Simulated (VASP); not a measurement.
A run of VASP 6.6.1:

INCAR

```
SYSTEM = LiBeF3
PREC = Accurate ; ENCUT = 520
EDIFF = 1E-6 ; ISMEAR = 0
SIGMA = 0.02 ; LREAL = .False.
LASPH = .True. ; NELM = 100
ALGO = Normal ; ISIF = 2
LWAVE = .False. ; LCHARG = .False.
GGA = PE ; NBANDS = 21
```

KPOINTS

```
Automatic mesh
0
Gamma
  8 6 6
  0 0 0
```

Contents of POSCAR:

```
LiBeF3
1.0
    2.7932412239      0.0000000000      0.0000000000
    0.0000000000      2.6405129853      4.4056117178
    0.0000000000     -2.6405129853      4.4056117178
Li Be F
1 1 3
Direct
    0.5000000000      0.6876065451      0.6876065451
    0.0000000000      0.0571406664      0.0571406664
    0.5000000000      0.9557088997      0.9557088997
    0.0000000000      0.9022103723      0.3968637364
    0.0000000000      0.3968637364      0.9022103723
```

Potentials or basis: VASP PAW PBE potentials, release 64 (Li_sv, Be, F).

Command:

```sh
$ cat potpaw_PBE.64/Li_sv/POTCAR potpaw_PBE.64/Be/POTCAR potpaw_PBE.64/F/POTCAR > POTCAR
$ mpirun -np 1 vasp_std > vasp.out
```

Hardware: 1 thread of AMD EPYC 9R45 96-Core Processor (Zen 5), with other jobs on the host.

Estimate the wall time of this run.

Wall time 59 s on 1 thread of AMD EPYC 9R45 96-Core Processor (Zen 5) (shared host), peak memory 0.19 GiB. Counts: scf iterations 13, k points 65.
